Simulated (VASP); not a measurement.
# TaAs (I4_1md) in VASP: single point with PBE

Aim: the single point of TaAs with PBE.

Everything below comes from runs of VASP 6.6.1. Logs are shortened: lines on timing, memory, paths and dates and some standing lists are left out, and cuts for length are marked.

**1. The cell of the first run**

Symmetry: I4_1md, No. 109, tetragonal system. Conventional cell: a = 3.444 Å, b = 3.444 Å, c = 11.736 Å, α = 90.00°, β = 90.00°, γ = 90.00°. Within 3.4 Å of Ta (site symmetry 2mm) lie 6 As at 2.61 to 2.62 Å. As (site symmetry 2mm) has 6 Ta at 2.61 to 2.62 Å within 3.4 Å.

**2. Single point, PBE**

The input, INCAR:

```
SYSTEM = TaAs
  ALGO = Normal
  EDIFF = 1E-7
  ENCUT = 520
  GGA = PE
  ISIF = 2
  ISMEAR = 0
  LASPH = .True.
  LCHARG = .False.
  LREAL = .False.
  LWAVE = .False.
  NBANDS = 24
  NELM = 80
  PREC = Accurate
  SIGMA = 0.05
```

The input, KPOINTS:

```
k-points
0
Gamma
  9 9 9
  0 0 0
```

The input, POSCAR:

```
TaAs
1.0
   -1.7218133622      1.7218133622      5.8679415361
    1.7218133622     -1.7218133622      5.8679415361
    1.7218133622      1.7218133622     -5.8679415361
Ta As
2 2
Direct
    0.2500425536      0.7500425536      0.5000000000
    0.5000425536      0.5000425536      0.0000000000
    0.8325568664      0.3325568664      0.5000000000
    0.0825568664      0.0825568664      0.0000000000
```

Potentials or basis: VASP PAW PBE potentials, release 64 (Ta_pv, As).

The run is started by

```sh
> cat potpaw_PBE.64/Ta_pv/POTCAR potpaw_PBE.64/As/POTCAR > POTCAR
> mpirun -np 1 vasp_std > vasp.out
```

OUTCAR:

```text
SYSTEM = TaAs
   EDIFF = 1E-7
   ENCUT = 520
   GGA = PE
   ISIF = 2
   ISMEAR = 0
   LASPH = .True.
   LREAL = .False.
   NELM = 80
   PREC = Accurate

 ion  position               nearest neighbor table
   1  0.250  0.750  0.500-   4 2.61   4 2.61   3 2.62   3 2.62   3 2.62   3 2.62   2 3.40   2 3.40
                             2 3.40   2 3.40
   2  0.500  0.500  0.000-   3 2.61   3 2.61   4 2.62   4 2.62   4 2.62   4 2.62   1 3.40   1 3.40
                             1 3.40   1 3.40
   3  0.833  0.333  0.500-   2 2.61   2 2.61   1 2.62   1 2.62   1 2.62   1 2.62
   4  0.083  0.083  0.000-   1 2.61   1 2.61   2 2.62   2 2.62   2 2.62   2 2.62

  LATTYP: Found a body centered tetragonal cell.
 ALAT       =     3.4436267244
 C/A-ratio  =     3.4080009279

  Lattice vectors:

 A1 = (  -1.7218133622,   1.7218133622,   5.8679415361)
 A2 = (   1.7218133622,  -1.7218133622,   5.8679415361)
 A3 = (   1.7218133622,   1.7218133622,  -5.8679415361)

Analysis of symmetry for initial positions (statically):
=====================================================================
 Subroutine PRICEL returns:
 Original cell was already a primitive cell.

 Routine SETGRP: Setting up the symmetry group for a
 body centered tetragonal supercell.

 Subroutine GETGRP returns: Found  8 space group operations
 (whereof  4 operations were pure point group operations)
 out of a pool of 16 trial point group operations.

The static configuration has the point symmetry C_2v.
 The point group associated with its full space group is C_4v.

Analysis of symmetry for dynamics (positions and initial velocities):
=====================================================================
 Subroutine PRICEL returns:
 Original cell was already a primitive cell.

 Routine SETGRP: Setting up the symmetry group for a
 body centered tetragonal supercell.

 Subroutine GETGRP returns: Found  8 space group operations
 (whereof  4 operations were pure point group operations)
 out of a pool of 16 trial point group operations.

The dynamic configuration has the point symmetry C_2v.
 The point group associated with its full space group is C_4v.

 Subroutine INISYM returns: Found  8 space group operations
 (whereof  4 operations are pure point group operations),
 and found     1 'primitive' translations

----------------------------------------------------------------------------------------

                                     Primitive cell

  volume of cell :      69.5854

  direct lattice vectors                    reciprocal lattice vectors
    -1.721813362  1.721813362  5.867941536     0.000000000  0.290391520  0.085208756
     1.721813362 -1.721813362  5.867941536     0.290391520  0.000000000  0.085208756
     1.721813362  1.721813362 -5.867941536     0.290391520  0.290391520  0.000000000

  length of vectors
     6.353111079  6.353111079  6.353111079     0.302634709  0.302634709  0.410675626

  position of ions in fractional coordinates (direct lattice)
     0.250042554  0.750042554  0.500000000
     0.500042554  0.500042554  0.000000000
     0.832556866  0.332556866  0.500000000
     0.082556866  0.082556866  0.000000000

  ion indices of the primitive-cell ions
   primitive index   ion index
                 1           1
                 2           2
                 3           3
                 4           4

----------------------------------------------------------------------------------------

 KPOINTS: k-points

Automatic generation of k-mesh.
 Grid dimensions read from file:
 generate k-points for:    9    9    9

 Generating k-lattice:

  Cartesian coordinates                     Fractional coordinates (reciprocal lattice)
     0.000000000  0.032265724  0.009467640     0.111111111  0.000000000  0.000000000
     0.032265724  0.000000000  0.009467640     0.000000000  0.111111111  0.000000000
     0.032265724  0.032265724  0.000000000     0.000000000  0.000000000  0.111111111

  Length of vectors
     0.033626079  0.033626079  0.045630625

  Shift w.r.t. Gamma in fractional coordinates (k-lattice)
     0.000000000  0.000000000  0.000000000

 Subroutine IBZKPT returns following result:
 ===========================================

 Found     75 irreducible k-points:

 Following reciprocal coordinates:
            Coordinates               Weight
  0.000000  0.000000  0.000000      1.000000
  0.111111 -0.000000  0.000000      8.000000
  0.222222  0.000000 -0.000000      8.000000
  0.333333 -0.000000  0.000000      8.000000
  0.444444  0.000000 -0.000000      8.000000
  0.111111  0.111111  0.000000      8.000000
[... 16 lines left out ...]
 -0.333333  0.333333  0.000000      4.000000
  0.444444  0.444444 -0.000000      8.000000
 [... further k-points ...]
   k-points           NKPTS =     75   k-points in BZ     NKDIM =     75   number of bands    NBANDS=     24
   number of dos      NEDOS =    301   number of ions     NIONS =      4
   total plane-waves  NPLWV = 110592
   dimension x,y,z NGX =    48 NGY =   48 NGZ =   48
   dimension x,y,z NGXF=    96 NGYF=   96 NGZF=   96
   ions per type =               2   2
   NGX,Y,Z   is equivalent  to a cutoff of  12.56, 12.56, 12.56 a.u.
   NGXF,Y,Z  is equivalent  to a cutoff of  25.12, 25.12, 25.12 a.u.
 SYSTEM =  TaAs
   PREC   = accura    normal or accurate (medium, high low for compatibility)
   ISTART =      0    job   : 0-new  1-cont  2-samecut
   ICHARG =      2    charge: 1-file 2-atom 10-const
   ISPIN  =      1    spin polarized calculation?
   LNONCOLLINEAR =      F non collinear calculations
   LSORBIT =      F    spin-orbit coupling
   LASPH  =      T    aspherical Exc in radial PAW
   ENCUT  =  520.0 eV  38.22 Ry    6.18 a.u.  11.81 11.81 11.81*2*pi/ulx,y,z
   NELM   =     80;   NELMIN=  2; NELMDL= -5     # of ELM steps
   EDIFF  = 0.1E-06   stopping-criterion for ELM
   LREAL  =      F    real-space projection
   EDIFFG = 0.1E-05   stopping-criterion for IOM
   NSW    =      0    number of steps for IOM
   IBRION =     -1    ionic relax: 0-MD 1-quasi-New 2-CG
   NFREE  =      0    steps in history (QN), initial steepest desc. (CG)
   ISIF   =      2    stress and relaxation
   ISYM   =      2    0-nonsym 1-usesym 2-fastsym
   POTIM  = 0.5000    time-step for ionic-motion
   TEBEG  =    0.0;   TEEND  =   0.0 temperature during run
   PSTRESS=    0.0 pullay stress
   NELECT =      32.0000    total number of electrons
   NUPDOWN=      -1.0000    fix difference up-down
   EMIN   =  10.00;   EMAX   =-10.00  energy-range for DOS
   EFERMI =   0.00;   METHOD = LEGACY
   ISMEAR =     0;   SIGMA  =   0.05  broadening in eV -4-tet -1-fermi 0-gaus
   EFERMI_NEDOS =   21; number of points for ismear=-14 and -15
   IALGO  =     38    algorithm
   IMIX   =      4    mixing-type and parameters
     AMIX     =   0.40;   BMIX     =  1.00
     AMIX_MAG =   1.60;   BMIX_MAG =  1.00
  volume/ion in A,a.u.               =      17.40       117.40
  Fermi-wavevector in a.u.,A,eV,Ry     =   1.263627  2.387909 21.725142  1.596753
  Thomas-Fermi vector in A             =   2.396974
   LORBIT       =      0    0 simple, 1 ext, 2 COOP (PROOUT), +10 PAW based schemes
   GGA     = PE    functional components
   LHFCALC =     F    Hartree Fock is set to
   AEXX    =    0.0000 exact exchange contribution
   IVDW    =     0    specifies the selected vdW correction
   LEPSILON=     F    determine dielectric tensor
   LRPA    =     F    only Hartree local field effects (RPA)
 non-spin polarized calculation
 Gauss-broadening in eV      SIGMA  =   0.05
  energy-cutoff  :      520.00
  volume of cell :       69.59
 maximum number of plane-waves:      1893
   NGX = 23   NGY = 23   NGZ = 23

 number of electron      32.0000002 magnetization

 Free energy of the ion-electron system (eV)
  ---------------------------------------------------
  ext. energy  EPLUGINS =         0.00000000
  ---------------------------------------------------
  free energy    TOTEN  =       -35.09935452 eV

  energy without entropy =      -35.09814493  energy(sigma->0) =      -35.09874973

 E-fermi :   6.9813     XC(G=0): -11.9088

 val. band max:        6.9577292961   @ k =  -0.1111  -0.4444   0.1111
 cond. band min:       6.9823707617   @ k =  -0.3333   0.4444   0.3333
 fundamental gap:      0.0246414656
 Fermi energy:         6.9812917627

 k-point     1 :       0.0000    0.0000    0.0000
  band No.  band energies     occupation
      1     -28.0094      2.00000
      2     -27.9668      2.00000
      3     -27.9668      2.00000
      4     -27.8202      2.00000
      5     -27.8202      2.00000
      6     -27.7733      2.00000
[... 16 lines left out ...]
     23      11.0679      0.00000
     24      11.0680      0.00000

 k-point     2 :       0.1111   -0.0000    0.0000
  band No.  band energies     occupation
      1     -28.0066      2.00000
      2     -27.9818      2.00000
      3     -27.9651      2.00000
      4     -27.8384      2.00000
      5     -27.8181      2.00000
      6     -27.7752      2.00000
[... 16 lines left out ...]
     23      10.8401      0.00000
     24      11.6267      0.00000

 k-point     3 :       0.2222    0.0000   -0.0000
  band No.  band energies     occupation
      1     -28.0414      2.00000
      2     -27.9771      2.00000
      3     -27.9607      2.00000
      4     -27.8815      2.00000
      5     -27.8127      2.00000
      6     -27.7830      2.00000
[... 16 lines left out ...]
     23      11.3956      0.00000
     24      12.7245      0.00000

 k-point     4 :       0.3333   -0.0000    0.0000
  band No.  band energies     occupation
      1     -28.0956      2.00000
      2     -27.9628      2.00000
      3     -27.9556      2.00000
      4     -27.9189      2.00000
      5     -27.8066      2.00000
      6     -27.7965      2.00000
[... 16 lines left out ...]
     23      11.4584      0.00000
     24      13.1693      0.00000

 k-point     5 :       0.4444    0.0000   -0.0000
  band No.  band energies     occupation
      1     -28.1311      2.00000
      2     -27.9768      2.00000
      3     -27.9522      2.00000
      4     -27.9152      2.00000
      5     -27.8094      2.00000
      6     -27.8027      2.00000
[... 16 lines left out ...]
     23      11.9243      0.00000
     24      13.2361      0.00000

 k-point     6 :       0.1111    0.1111    0.0000
  band No.  band energies     occupation
      1     -28.0018      2.00000
      2     -27.9859      2.00000
      3     -27.9735      2.00000
      4     -27.8383      2.00000
      5     -27.8338      2.00000
      6     -27.7799      2.00000
[... 16 lines left out ...]
     23      10.8709      0.00000
     24      11.3331      0.00000
[... 379 lines left out ...]
 k-point    21 :       0.4444    0.3333    0.0000
  band No.  band energies     occupation
      1     -28.1123      2.00000
      2     -28.0732      2.00000
      3     -27.9528      2.00000
      4     -27.9196      2.00000
      5     -27.8603      2.00000
      6     -27.8235      2.00000
[... 16 lines left out ...]
     23      11.7170      0.00000
     24      12.4388      0.00000

 k-point    22 :      -0.4444    0.3333    0.0000
  band No.  band energies     occupation
      1     -28.1118      2.00000
      2     -28.0727      2.00000
      3     -27.9534      2.00000
      4     -27.9213      2.00000
      5     -27.8737      2.00000
      6     -27.8087      2.00000
[... 16 lines left out ...]
     23      11.7479      0.00000
     24      12.2463      0.00000

 k-point    23 :      -0.3333    0.3333    0.0000
  band No.  band energies     occupation
      1     -28.0780      2.00000
      2     -28.0771      2.00000
      3     -27.9363      2.00000
      4     -27.9221      2.00000
      5     -27.8872      2.00000
      6     -27.7949      2.00000
[... 16 lines left out ...]
     23      11.3850      0.00000
     24      12.7339      0.00000

 k-point    24 :       0.4444    0.4444   -0.0000
  band No.  band energies     occupation
      1     -28.1066      2.00000
      2     -28.1063      2.00000
      3     -27.9475      2.00000
      4     -27.9469      2.00000
      5     -27.8423      2.00000
      6     -27.8364      2.00000
[... 16 lines left out ...]
     23      11.4081      0.00000
     24      11.6083      0.00000

 [... further k-points ...]
[... 5 lines left out ...]
  --------------------------------------------------------------------------------------
  -------------------------------------------------------------------------------------
  Total        1.2878861      1.2878861      0.8368628      0.0000000      0.0000000      0.0000000
  in kB       29.6531023     29.6531023     19.2684562      0.0000000      0.0000000      0.0000000
  external PRESSURE =      26.1915536 kB  Pullay stress =       0.0000000 kB

 VOLUME and BASIS-vectors are now :
 -----------------------------------------------------------------------------
  energy-cutoff  :      520.00
  volume of cell :       69.59
      direct lattice vectors                 reciprocal lattice vectors
    -1.721813362  1.721813362  5.867941536     0.000000000  0.290391520  0.085208756
     1.721813362 -1.721813362  5.867941536     0.290391520  0.000000000  0.085208756
     1.721813362  1.721813362 -5.867941536     0.290391520  0.290391520  0.000000000

 POSITION                                       TOTAL-FORCE (eV/Angst)
 -----------------------------------------------------------------------------------
      1.72181      0.00000      2.93447        -0.000000     -0.000000      0.001564
      0.00000      0.00000      5.86844         0.000000      0.000000      0.001564
      0.00000      1.72181      3.90285         0.000000     -0.000000     -0.001564
      0.00000      0.00000      0.96888        -0.000000      0.000000     -0.001564
 -----------------------------------------------------------------------------------
    total drift:                                0.000000      0.000000      0.000215

  FREE ENERGIE OF THE ION-ELECTRON SYSTEM (eV)
  ---------------------------------------------------
  free  energy   TOTEN  =       -35.0993545236 eV

  energy  without entropy=      -35.0981449328  energy(sigma->0) =      -35.09874973
```

Wall time 99 s (1 thread of Intel Xeon 6975P-C (Granite Rapids), shared host); peak memory 0.38 GiB.

Results:

```
Free energy : -35.0994 eV
Pressure    : 2.6 GPa
```

Caveat: spin-orbit coupling is left out, which moves the levels of the heavy elements.
